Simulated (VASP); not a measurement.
# Co (P6/mmm) in VASP: a series of runs, part 2 of 3

VASP 6.6.1. The steps go on from the part before.

**3. Relaxation of cell and atoms, PBE, collinear spin, ferromagnetic start**

File INCAR:

```
ALGO = Normal
EDIFF = 1E-6
EDIFFG = -0.01
ENCUT = 600
GGA = PE
IBRION = 2
ISIF = 3
ISMEAR = -1
ISPIN = 2
LASPH = T
LCHARG = F
LMAXMIX = 4
LORBIT = 11
LREAL = F
LWAVE = F
MAGMOM = 1.7 1.7 1.7
NELM = 150
NSW = 80
PREC = Accurate
SIGMA = 0.05
```

File KPOINTS:

```
k-points
0
Gamma
  9 9 13
```

File POSCAR:

```
Co
1.0
    3.9701439143      0.0000000000      0.0000000000
   -1.9850719572      3.4382454865      0.0000000000
    0.0000000000      0.0000000000      2.4336982195
Co
3
Direct
    0.0000000000      0.0000000000      0.0000000000
    0.3333333333      0.6666666667      0.5000000000
    0.6666666667      0.3333333333      0.5000000000
```

Potentials or basis: VASP PAW PBE potentials, release 64 (Co).

Started as:

```sh
$ cat potpaw_PBE.64/Co/POTCAR > POTCAR
$ mpirun -np 1 vasp_std > vasp.out
```

OUTCAR:

```text
EDIFF = 1E-6
   EDIFFG = -0.01
   ENCUT = 600
   GGA = PE
   IBRION = 2
   ISIF = 3
   ISMEAR = -1
   ISPIN = 2
   LASPH = T
   LORBIT = 11
   LREAL = F
   NELM = 150
   NSW = 80
   PREC = Accurate

 ion  position               nearest neighbor table
   1  0.000  0.000  0.000-   2 2.60   3 2.60   2 2.60   3 2.60   3 2.60   3 2.60   2 2.60   2 2.60
                             3 2.60   3 2.60   2 2.60   2 2.60
   2  0.333  0.667  0.500-   3 2.29   3 2.29   3 2.29   1 2.60   1 2.60   1 2.60   1 2.60   1 2.60
                             1 2.60
   3  0.667  0.333  0.500-   2 2.29   2 2.29   2 2.29   1 2.60   1 2.60   1 2.60   1 2.60   1 2.60
                             1 2.60

  LATTYP: Found a hexagonal cell.
 ALAT       =     3.9701439143
 C/A-ratio  =     0.6130000000

  Lattice vectors:

 A1 = (   3.9701439143,   0.0000000000,   0.0000000000)
 A2 = (  -1.9850719572,   3.4382454865,   0.0000000000)
 A3 = (   0.0000000000,   0.0000000000,   2.4336982195)

Analysis of symmetry for initial positions (statically):
=====================================================================
 Subroutine PRICEL returns:
 Original cell was already a primitive cell.

 Routine SETGRP: Setting up the symmetry group for a
 hexagonal supercell.

 Subroutine GETGRP returns: Found 24 space group operations
 (whereof 24 operations were pure point group operations)
 out of a pool of 24 trial point group operations.

The static configuration has the point symmetry D_6h.

Analysis of symmetry for dynamics (positions and initial velocities):
=====================================================================
 Subroutine PRICEL returns:
 Original cell was already a primitive cell.

 Routine SETGRP: Setting up the symmetry group for a
 hexagonal supercell.

 Subroutine GETGRP returns: Found 24 space group operations
 (whereof 24 operations were pure point group operations)
 out of a pool of 24 trial point group operations.

The dynamic configuration has the point symmetry D_6h.

Analysis of structural, dynamic, and magnetic symmetry:
=====================================================================
 Subroutine PRICEL returns:
 Original cell was already a primitive cell.

 Routine SETGRP: Setting up the symmetry group for a
 hexagonal supercell.

 Subroutine GETGRP returns: Found 24 space group operations
 (whereof 24 operations were pure point group operations)
 out of a pool of 24 trial point group operations.

The overall configuration has the point symmetry D_6h.

 Subroutine INISYM returns: Found 24 space group operations
 (whereof 24 operations are pure point group operations),
 and found     1 'primitive' translations

----------------------------------------------------------------------------------------

                                     Primitive cell

  volume of cell :      33.2208

  direct lattice vectors                    reciprocal lattice vectors
     3.970143914  0.000000000  0.000000000     0.251880038  0.145423008  0.000000000
    -1.985071957  3.438245487  0.000000000     0.000000000  0.290846015  0.000000000
     0.000000000  0.000000000  2.433698220     0.000000000  0.000000000  0.410897289

  length of vectors
     3.970143914  3.970143914  2.433698220     0.290846015  0.290846015  0.410897289

  position of ions in fractional coordinates (direct lattice)
     0.000000000  0.000000000  0.000000000
     0.333333333  0.666666667  0.500000000
[... 68 lines left out ...]
   NGXF,Y,Z  is equivalent  to a cutoff of  26.80, 26.80, 27.32 a.u.
 SYSTEM =  unknown system
   PREC   = accura    normal or accurate (medium, high low for compatibility)
   ISTART =      0    job   : 0-new  1-cont  2-samecut
   ICHARG =      2    charge: 1-file 2-atom 10-const
   ISPIN  =      2    spin polarized calculation?
   LNONCOLLINEAR =      F non collinear calculations
   LSORBIT =      F    spin-orbit coupling
   LASPH  =      T    aspherical Exc in radial PAW
   ENCUT  =  600.0 eV  44.10 Ry    6.64 a.u.   7.93  7.93  4.86*2*pi/ulx,y,z
   NELM   =    150;   NELMIN=  2; NELMDL= -5     # of ELM steps
   EDIFF  = 0.1E-05   stopping-criterion for ELM
   LREAL  =      F    real-space projection
   EDIFFG = -.1E-01   stopping-criterion for IOM
   NSW    =     80    number of steps for IOM
   IBRION =      2    ionic relax: 0-MD 1-quasi-New 2-CG
   NFREE  =      1    steps in history (QN), initial steepest desc. (CG)
   ISIF   =      3    stress and relaxation
   ISYM   =      2    0-nonsym 1-usesym 2-fastsym
   POTIM  = 0.5000    time-step for ionic-motion
   TEBEG  =    0.0;   TEEND  =   0.0 temperature during run
   PSTRESS=    0.0 pullay stress
   NELECT =      27.0000    total number of electrons
   NUPDOWN=      -1.0000    fix difference up-down
   EMIN   =  10.00;   EMAX   =-10.00  energy-range for DOS
   EFERMI =   0.00;   METHOD = LEGACY
   ISMEAR =    -1;   SIGMA  =   0.05  broadening in eV -4-tet -1-fermi 0-gaus
   EFERMI_NEDOS =   21; number of points for ismear=-14 and -15
   IALGO  =     38    algorithm
   IMIX   =      4    mixing-type and parameters
     AMIX     =   0.40;   BMIX     =  1.00
     AMIX_MAG =   1.60;   BMIX_MAG =  1.00
  volume/ion in A,a.u.               =      11.07        74.73
  Fermi-wavevector in a.u.,A,eV,Ry     =   1.527775  2.887077 31.757320  2.334097
  Thomas-Fermi vector in A             =   2.635625
   LORBIT       =     11    0 simple, 1 ext, 2 COOP (PROOUT), +10 PAW based schemes
   GGA     = PE    functional components
   LHFCALC =     F    Hartree Fock is set to
   AEXX    =    0.0000 exact exchange contribution
   IVDW    =     0    specifies the selected vdW correction
   LEPSILON=     F    determine dielectric tensor
   LRPA    =     F    only Hartree local field effects (RPA)
 conjugate gradient relaxation of ions
 spin polarized calculation
  energy-cutoff  :      600.00
  volume of cell :       33.22
 maximum number of plane-waves:      1128
 NGX is ok and might be reduce to    32
   NGX = 15   NGY = 15   NGZ =  9

--------------------------------------- Ionic step        1  -------------------------------------------

 number of electron      27.0000007 magnetization       4.9745901

 Free energy of the ion-electron system (eV)
  ---------------------------------------------------
  ext. energy  EPLUGINS =         0.00000000
  ---------------------------------------------------
  free energy    TOTEN  =       -20.87923465 eV

  energy without entropy =      -20.86426617  energy(sigma->0) =      -20.87175041

------------------------ aborting loop because EDIFF is reached ----------------------------------------

  FORCE on cell =-STRESS in cart. coord.  units (eV):
  Direction    XX          YY          ZZ          XY          YZ          ZX
  --------------------------------------------------------------------------------------
  -------------------------------------------------------------------------------------
  Total       -0.3088250     -0.3088250     -0.0182307      0.0000000     -0.0000000     -0.0000000
  in kB      -14.8940634    -14.8940634     -0.8792342      0.0000000     -0.0000000     -0.0000000
  external PRESSURE =     -10.2224537 kB  Pullay stress =       0.0000000 kB
[... 98 lines left out ...]
--------------------------------------- Ionic step        4  -------------------------------------------

 number of electron      27.0000007 magnetization       4.9641240

 Free energy of the ion-electron system (eV)
  ---------------------------------------------------
  ext. energy  EPLUGINS =         0.00000000
  ---------------------------------------------------
  free energy    TOTEN  =       -20.88022397 eV

  energy without entropy =      -20.86532279  energy(sigma->0) =      -20.87277338

 E-fermi :  10.1406     XC(G=0): -13.3050

 val. band max:       10.1322118990   @ k =   0.4444  -0.0000   0.0000
 cond. band min:      10.1515731234   @ k =   0.3333  -0.0000   0.0000
 fundamental gap:      0.0193612245
 Fermi energy:        10.1405896775

 spin component 1

 k-point     1 :       0.0000    0.0000    0.0000
  band No.  band energies     occupation
      1       1.2270      1.00000
      2       5.4530      1.00000
      3       6.6911      1.00000
      4       6.6911      1.00000
      5       6.7362      1.00000
      6       6.7362      1.00000
[... 541 lines left out ...]
     19      21.8730      0.00000
     20      21.9284      0.00000

 [... further k-points ...]

 spin component 2

 k-point     1 :       0.0000    0.0000    0.0000
  band No.  band energies     occupation
      1       1.2433      1.00000
      2       6.6393      1.00000
      3       7.8431      1.00000
      4       7.8431      1.00000
      5       7.8783      1.00000
      6       7.8783      1.00000
[... 573 lines left out ...]
  FREE ENERGIE OF THE ION-ELECTRON SYSTEM (eV)
  ---------------------------------------------------
  free  energy   TOTEN  =       -20.8802239699 eV

  energy  without entropy=      -20.8653227854  energy(sigma->0) =      -20.87277338

 reached required accuracy - stopping structural energy minimisation

 total charge

# of ion       s       p       d       tot
------------------------------------------
    1        0.464   0.492   7.244   8.200
    2        0.499   0.521   7.273   8.294
    3        0.499   0.521   7.273   8.294
--------------------------------------------------
tot          1.461   1.535  21.791  24.787

 magnetization (x)

# of ion       s       p       d       tot
------------------------------------------
    1       -0.008  -0.052   1.693   1.633
    2       -0.010  -0.046   1.750   1.694
    3       -0.010  -0.046   1.750   1.694
--------------------------------------------------
tot         -0.028  -0.145   5.193   5.021
```

OSZICAR:

```text
N       E                     dE             d eps       ncg     rms          rms(c)
DAV:   1     0.171720162660E+03    0.17172E+03   -0.13074E+04  6776   0.195E+03
DAV:   2    -0.159924645410E+02   -0.18771E+03   -0.17927E+03  6720   0.335E+02
[... 36 lines left out ...]
DAV:   1    -0.208808221948E+02   -0.65964E-03   -0.15523E-02  7448   0.127E+00    0.177E-01
DAV:   2    -0.208804266292E+02    0.39557E-03   -0.22726E-03  7400   0.919E-01    0.173E-01
DAV:   3    -0.208808013526E+02   -0.37472E-03   -0.42600E-03  7592   0.140E+00    0.351E-01
DAV:   4    -0.208802496118E+02    0.55174E-03   -0.22141E-03  7704   0.101E+00    0.539E-02
DAV:   5    -0.208802281867E+02    0.21425E-04   -0.84016E-05  6932   0.929E-02    0.195E-02
DAV:   6    -0.208802241271E+02    0.40596E-05   -0.81815E-06  7304   0.363E-02    0.599E-03
DAV:   7    -0.208802239699E+02    0.15724E-06   -0.10140E-06  3536   0.156E-02
   4 F= -.20880224E+02 E0= -.20872773E+02  d E =-.610181E-04  mag=     4.9642
```

CONTCAR:

```text
Co
   1.00000000000000
     3.9575073654405077    0.0000000000001837   -0.0000000000000000
    -1.9787536827699355    3.4273019141710810    0.0000000000000000
     0.0000000000000000   -0.0000000000000000    2.4368155665905777
  Co
     3
Direct
     0.0000000000000000    0.0000000000000000    1.0000000000000000
     0.3333333332999970    0.6666666667000030    0.5000000000000000
     0.6666666667000030    0.3333333332999970    0.5000000000000000

  0.00000000E+00  0.00000000E+00  0.00000000E+00
  0.00000000E+00  0.00000000E+00  0.00000000E+00
  0.00000000E+00  0.00000000E+00  0.00000000E+00
```

It took 6.3 min on 1 thread of Intel Xeon 8259CL, shared host; peak memory 0.25 GiB.

What came out:

```
Free energy                                           : -20.8802 eV
Relaxed volume                                        : 11.02 Å³/atom
Relaxed cell                                          : a = 3.958 Å, b = 3.958 Å, c = 2.437 Å, α = 90.00°, β = 90.00°, γ = 120.00°
Space group after relaxing (to 0.1 Å)                 : P6/mmm (No. 191)
Energy gained by relaxing                             : 0.3 meV/atom
Ionic steps                                           : 4
Pressure after relaxing                               : 0.0 GPa
Band gap on the k mesh                                : zero (filled and empty bands overlap)
Net moment                                            : 4.96 μB per cell
Site moments                                          : Co +1.63, +1.69 (each value once) μB
Valence electrons inside the program's atomic spheres : Co 8.20, 8.29 (each value once)
```

Step by step:
```csv
step,energy change (eV),largest force (eV/Å),pressure (GPa),volume (Å³)
1,0.0000,0.0000,-1.02,33.22
2,-0.0004,0.0000,1.02,32.88
3,-0.0009,0.0000,0.16,33.02
4,-0.0010,0.0000,-0.02,33.05
```

Final structure:
```yaml
crystal:
  lattice:
    - [3.95751, 0.00000, 0.00000]
    - [-1.97875, 3.42730, 0.00000]
    - [0.00000, 0.00000, 2.43682]
  atoms:
    - { symbol: Co, position: [0.00000, 0.00000, 0.00000] }
    - { symbol: Co, position: [0.33333, 0.66667, 0.50000] }
    - { symbol: Co, position: [0.66667, 0.33333, 0.50000] }
```

**4. Single point, PBE, collinear spin, ferromagnetic start (12.39 Å³/atom)**

This run uses another cell than the first one, of 12.39 Å³/atom.

File INCAR:

```
PREC = Accurate ; ENCUT = 520
EDIFF = 1E-6 ; ISMEAR = -1
SIGMA = 0.05 ; LREAL = F
LASPH = T ; NELM = 150
ALGO = Normal ; ISIF = 2
LWAVE = F ; LCHARG = T
ISPIN = 2 ; MAGMOM = 1.697 1.744 1.744
LORBIT = 11 ; LMAXMIX = 4
GGA = PE ; LELF = T
LVHAR = T ; NBANDS = 24
```

File KPOINTS:

```
Automatic mesh
0
Gamma
  10 10 14
```

File POSCAR:

```
Co
1.0
    4.1155768924      0.0000000000      0.0000000000
   -2.0577884462      3.5641941400      0.0000000000
    0.0000000000      0.0000000000      2.5330698118
Co
3
Direct
    1.0000000000      1.0000000000      0.0000000000
    0.3333333333      0.6666666667      0.5000000000
    0.6666666667      0.3333333333      0.5000000000
```

Potentials or basis: VASP PAW PBE potentials, release 64 (Co).

Started as:

```sh
$ cat potpaw_PBE.64/Co/POTCAR > POTCAR
$ mpirun -np 1 vasp_std > vasp.out
```

OUTCAR:

```text
PREC = Accurate
   ENCUT = 520
   EDIFF = 1E-6
   ISMEAR = -1
   LREAL = F
   LASPH = T
   NELM = 150
   ISIF = 2
   ISPIN = 2
   LORBIT = 11
   GGA = PE

 ion  position               nearest neighbor table
   1  0.000  0.000  0.000-   2 2.69   3 2.69   2 2.69   3 2.69   2 2.69   2 2.69   3 2.69   3 2.69
                             3 2.69   3 2.69   2 2.69   2 2.69
   2  0.333  0.667  0.500-   3 2.38   3 2.38   3 2.38   1 2.69   1 2.69   1 2.69   1 2.69   1 2.69
                             1 2.69
   3  0.667  0.333  0.500-   2 2.38   2 2.38   2 2.38   1 2.69   1 2.69   1 2.69   1 2.69   1 2.69
                             1 2.69

  LATTYP: Found a hexagonal cell.
 ALAT       =     4.1155768924
 C/A-ratio  =     0.6154835344

  Lattice vectors:

 A1 = (   4.1155768924,   0.0000000000,   0.0000000000)
 A2 = (  -2.0577884462,   3.5641941400,   0.0000000000)
 A3 = (   0.0000000000,   0.0000000000,   2.5330698118)

Analysis of symmetry for initial positions (statically):
=====================================================================
 Subroutine PRICEL returns:
 Original cell was already a primitive cell.
[... 1498 lines left out ...]

  FORCE on cell =-STRESS in cart. coord.  units (eV):
  Direction    XX          YY          ZZ          XY          YZ          ZX
  --------------------------------------------------------------------------------------
  -------------------------------------------------------------------------------------
  Total       -4.2798691     -4.2798691     -3.9807005      0.0000000      0.0000000     -0.0000000
  in kB     -184.5448117   -184.5448117   -171.6448810      0.0000000      0.0000000     -0.0000000
  external PRESSURE =    -180.2448348 kB  Pullay stress =       0.0000000 kB

 VOLUME and BASIS-vectors are now :
 -----------------------------------------------------------------------------
  energy-cutoff  :      520.00
  volume of cell :       37.16
      direct lattice vectors                 reciprocal lattice vectors
     4.115576892  0.000000000  0.000000000     0.242979302  0.140284165  0.000000000
    -2.057788446  3.564194140  0.000000000     0.000000000  0.280568331  0.000000000
     0.000000000  0.000000000  2.533069812     0.000000000  0.000000000  0.394777908

 POSITION                                       TOTAL-FORCE (eV/Angst)
 -----------------------------------------------------------------------------------
      0.00000      0.00000      0.00000         0.000000      0.000000      0.000000
     -0.00000      2.37613      1.26653        -0.000000      0.000000      0.000000
      2.05779      1.18806      1.26653         0.000000      0.000000      0.000000
 -----------------------------------------------------------------------------------
    total drift:                               -0.000000      0.000000      0.000000

  FREE ENERGIE OF THE ION-ELECTRON SYSTEM (eV)
  ---------------------------------------------------
  free  energy   TOTEN  =       -20.6132132700 eV

  energy  without entropy=      -20.5923525947  energy(sigma->0) =      -20.60278293

 total charge

# of ion       s       p       d       tot
------------------------------------------
    1        0.420   0.403   7.185   8.008
    2        0.454   0.430   7.206   8.090
    3        0.454   0.430   7.206   8.090
--------------------------------------------------
tot          1.328   1.263  21.598  24.189

 magnetization (x)

# of ion       s       p       d       tot
------------------------------------------
    1       -0.008  -0.049   1.795   1.738
    2       -0.010  -0.047   1.827   1.771
    3       -0.010  -0.047   1.827   1.771
--------------------------------------------------
tot         -0.027  -0.143   5.449   5.280
```

OSZICAR:

```text
N       E                     dE             d eps       ncg     rms          rms(c)
DAV:   1     0.153325251031E+03    0.15333E+03   -0.11410E+04 11008   0.142E+03
DAV:   2    -0.162937446164E+02   -0.16962E+03   -0.15787E+03 10840   0.269E+02
DAV:   3    -0.235478334092E+02   -0.72541E+01   -0.69883E+01 12472   0.774E+01
DAV:   4    -0.236693797144E+02   -0.12155E+00   -0.12147E+00 15248   0.828E+00
DAV:   5    -0.236713918869E+02   -0.20122E-02   -0.20121E-02 13824   0.963E-01    0.165E+01
DAV:   6    -0.218461625600E+02    0.18252E+01   -0.22537E+01 12072   0.754E+01    0.149E+01
DAV:   7    -0.263338064971E+02   -0.44876E+01   -0.31053E+01 12928   0.992E+01    0.383E+01
DAV:   8    -0.205884925096E+02    0.57453E+01   -0.27441E+01 13136   0.447E+01    0.507E+00
DAV:   9    -0.206015947138E+02   -0.13102E-01   -0.54108E-01 12096   0.858E+00    0.262E+00
DAV:  10    -0.206105302077E+02   -0.89355E-02   -0.95055E-02 15656   0.292E+00    0.141E+00
DAV:  11    -0.206201252747E+02   -0.95951E-02   -0.51495E-02 16608   0.281E+00    0.135E+00
DAV:  12    -0.206124863067E+02    0.76390E-02   -0.12867E-02 17264   0.230E+00    0.619E-01
DAV:  13    -0.206126348927E+02   -0.14859E-03   -0.54854E-03 15120   0.566E-01    0.298E-01
DAV:  14    -0.206130744255E+02   -0.43953E-03   -0.33066E-04 14856   0.419E-01    0.171E-01
DAV:  15    -0.206132074874E+02   -0.13306E-03   -0.41781E-04 17008   0.293E-01    0.214E-02
DAV:  16    -0.206132132397E+02   -0.57524E-05   -0.44571E-05 13960   0.527E-02    0.918E-03
DAV:  17    -0.206132132700E+02   -0.30325E-07   -0.25693E-06  8904   0.219E-02
   1 F= -.20613213E+02 E0= -.20602783E+02  d E =-.208607E-01  mag=     5.1543
```

Wall time 88 s (1 thread of Intel Xeon 6975P-C (Granite Rapids), shared host); peak memory 0.26 GiB.

Results:

```
Free energy                                           : -20.6132 eV
Pressure                                              : -18.0 GPa
Net moment                                            : 5.15 μB per cell
Site moments                                          : Co +1.74, +1.77 (each value once) μB
Valence electrons inside the program's atomic spheres : Co 8.01, 8.09 (each value once)
```

Levels at points of the mesh, in eV from the Fermi level:
Spin up:
```tsv
k point	band 14	band 15	band 16	band 17	band 18	band 19
(0.00, 0.00, 0.00)	-1.91	-0.97	-0.97	5.69	5.69	5.69
(0.50, 0.00, 0.00)	-1.24	-1.15	-0.89	-0.82	0.29	5.68
(0.00, 0.00, 0.50)	-0.99	-0.50	0.48	1.20	9.03	9.45
(0.50, 0.00, 0.50)	-0.96	-0.67	1.45	1.50	4.44	4.83
```
Spin down:
```csv
k point,band 9,band 10,band 11,band 12,band 13,band 14
"(0.00, 0.00, 0.00)",-0.54,-0.54,-0.03,-0.03,-0.02,-0.02
"(0.50, 0.00, 0.00)",-0.59,0.06,0.06,0.20,0.54,0.83
"(0.00, 0.00, 0.50)",-0.52,-0.52,0.75,0.75,0.92,0.92
"(0.50, 0.00, 0.50)",-0.64,-0.54,0.04,0.55,0.86,1.06
```

Caveat: the cell stands under tension.

[end of part 2 of 3]
